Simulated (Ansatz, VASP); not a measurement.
This is a calculation of HfN for Ansatz 0.2.0.

input.yaml

```yaml
crystal:
  lattice:
    - [0.0, 2.256, 2.256]
    - [2.256, 0.0, 2.256]
    - [2.256, 2.256, 0.0]
  atoms:
    - { symbol: Hf, position: [0.0, 0.0, 0.0] }
    - { symbol: "N", position: [0.5, 0.5, 0.5] }
kpoints:
  mp_grid: { grid: [10, 10, 10] }
scf:
  occupations: { method: gaussian, width: 0.03 }
hamiltonian:
  xc: pbe
  pseudopotentials: { kind: all_electron, lapw: { basis_error: 0.001 } }
output:
  forces: true
  stress: true
  eigenvalues: true
```

Potentials or basis: all-electron LAPW, scalar-relativistic.

Launch:

```bash
$ ansatz run input.yaml --threads 1 --pin off --max-ram 3072MiB --backend cpu --events-out ev --progress --plain --runs-dir out
```

Problem. Set up the same calculation for VASP 6.6.1. Potentials there: VASP PAW PBE potentials, release 64 (Hf_pv, N).

Solution. As run (the cutoff follows the program's own potentials):

INCAR

```
SYSTEM = HfN
PREC     = Accurate       ! precision mode
ENCUT    = 600            ! plane-wave cutoff, eV
EDIFF    = 1E-6           ! SCF threshold, eV
ISMEAR   = 0              ! smearing method
SIGMA    = 0.03           ! smearing width, eV
LREAL    = .False.        ! projectors in reciprocal space
LASPH    = .True.         ! aspherical terms in the spheres
NELM     = 120            ! most SCF steps
ALGO     = Normal         ! electronic algorithm
ISIF     = 2              ! what is computed and relaxed
LWAVE    = .False.        ! write WAVECAR
LCHARG   = .False.        ! write CHGCAR
GGA      = PE             ! functional
NBANDS   = 14             ! bands
GGA_COMPAT= .False.
```

KPOINTS

```
regular mesh
0
Gamma
  10 10 10
  0 0 0
```

Contents of POSCAR:

```
HfN
1.0
    0.0000000000      2.2560000000      2.2560000000
    2.2560000000      0.0000000000      2.2560000000
    2.2560000000      2.2560000000      0.0000000000
Hf N
1 1
Direct
    0.0000000000      0.0000000000      0.0000000000
    0.5000000000      0.5000000000      0.5000000000
```

Potentials or basis: VASP PAW PBE potentials, release 64 (Hf_pv, N).

The run is started by

```sh
$ cat potpaw_PBE.64/Hf_pv/POTCAR potpaw_PBE.64/N/POTCAR > POTCAR
$ mpirun -np 1 vasp_std > vasp.out
```

Both were run:

|  | VASP | Ansatz | Ansatz less VASP |
| --- | --- | --- | --- |
| gap on the k mesh at the Fermi level (eV) | none | none | - |
| pressure (GPa) | 4.1 | 6.7 | +2.57 |

A gap of «none» marks a metal or a gap that the smearing closes. Ansatz ran all-electron here, and VASP with PAW potentials.

Neither program's run includes spin-orbit coupling.
